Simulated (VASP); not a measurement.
BaTe:

```
Ba Te
1.0
     0.00000    3.73621    3.53239
     3.73621    0.00000    3.53239
     3.73621    3.73621    0.00000
Ba Te
1 1
Direct
  0.00000 0.00000 0.00000
  0.50000 0.50000 0.50000
```

This cell differs from its parent crystal: biaxial xy strain +5.8%.

Base run:

* Program: VASP 6.6.1
* Functional: PBE
* Potentials or basis: VASP PAW PBE potentials, release 64 (Ba_sv, Te)
* Cutoff: 520 eV
* k mesh: 6 × 6 × 6
* Occupations: fermi-dirac, width 0.02 eV
* Spin: no spin polarisation

Its results: band gap on the k mesh 1.71 eV (least direct gap 2.09 eV); pressure -2.1 GPa.

The run is repeated on the same cell with these changes: functional from PBE to r2SCAN; occupations from fermi-dirac, width 0.02 eV to gaussian, width 0.01 eV. What comes out?

Band gap on the k mesh 2.05 eV (least direct gap 2.44 eV); pressure -2.3 GPa.

Caveats: spin-orbit coupling is left out, which moves the levels of the heavy elements; the PAW data sets were made with another functional, which shifts forces and pressure a little (at least some runs).

A k mesh can miss the band edges.
